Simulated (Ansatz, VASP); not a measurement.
## Two plane-wave programs on ScF3

```
Sc F
1.0
     4.01245    0.00000    0.00000
     0.00000    4.01245    0.00000
     0.00000    0.00000    4.01245
Sc F
1 3
Direct
  0.04673 0.00000 0.00000
  0.50000 0.00000 0.00000
  0.00000 0.50000 0.00000
  0.00000 0.00000 0.50000
```

Change from the starting cell: all Sc atoms moved +0.188 Å, as atom 1 along Cartesian [1 0 0].

Alike in both runs: task single point; functional LDA; k mesh 6 × 6 × 6; occupations gaussian, width 0.05 eV; no spin polarisation.

|  | VASP | Ansatz |
| --- | --- | --- |
| version | VASP 6.6.1 | Ansatz 0.2.0 |
| potentials or method | VASP PAW LDA potentials, release 64 (Sc_sv, F), cutoff 520 eV | scalar-relativistic, plane waves, PAW |
| valence electrons in the cell | 32 | 32 |

VASP gave:

| Item | Value |
| --- | --- |
| gap on the k mesh at the Fermi level (eV) | 6.23 |
| least direct gap on the mesh (eV) | 6.79 |
| pressure (GPa) | -0.2 |
| traceless stress, the component that is largest in VASP (GPa) | 5.57 |
| rms of the force components (eV/Å) | 0.960 |

Question: Which values does Ansatz return?

Answer: gap on the k mesh at the Fermi level (eV): 6.27; least direct gap on the mesh (eV): 6.82; pressure (GPa): -0.9; traceless stress, the component that is largest in VASP (GPa): 5.31; rms of the force components (eV/Å): 0.879.

LDA's correlation is that of Perdew and Zunger in VASP and of Perdew and Wang (1992) in Ansatz. Atom by atom the forces differ by 0.082 eV/Å (rms over components).
